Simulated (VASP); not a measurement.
CuI, 4 atoms in the cell. It takes space group Cmcm (No. 63, orthorhombic). The conventional cell has a = 7.466 Å, b = 7.422 Å, c = 4.393 Å, α = 90.00°, β = 90.00°, γ = 90.00°. Within 3.3 Å of Cu (site symmetry m2m) lie 2 Cu at 2.49 Å and 3 I at 2.59 to 2.61 Å. Within 3.4 Å of I (site symmetry m2m) lie 3 Cu at 2.59 to 2.61 Å.  This cell differs from its parent crystal: zz strain of +2 %.

| Property | Result |
| --- | --- |
| Program | VASP 6.6.1 |
| Task | electric field gradients |
| Functional | LDA |
| Potentials or basis | VASP PAW LDA potentials, release 64 (Cu, I) |
| Cutoff | 520 eV |
| k mesh | 5 × 5 × 6 |
| Occupations | fermi-dirac, width 0.02 eV |
| Spin | no spin polarisation |
| Dipole correction | no |
| Further INCAR settings | ALGO = Normal; EDIFF = 1e-08; NBANDS = 26 |

Potentials or basis: VASP PAW LDA potentials, release 64 (Cu, I).

The run is started by

```sh
$ cat potpaw_LDA.64/Cu/POTCAR potpaw_LDA.64/I/POTCAR > POTCAR
$ mpirun -np 1 vasp_std > vasp.out
```

Hardware: 1 thread of Intel Xeon 8259CL (shared host).

Problem. How long does it take, and how much memory?

Solution. Wall time 3.7 min on 1 thread of Intel Xeon 8259CL (shared host), peak memory 0.25 GiB. Counts: scf iterations 21, k points 36.
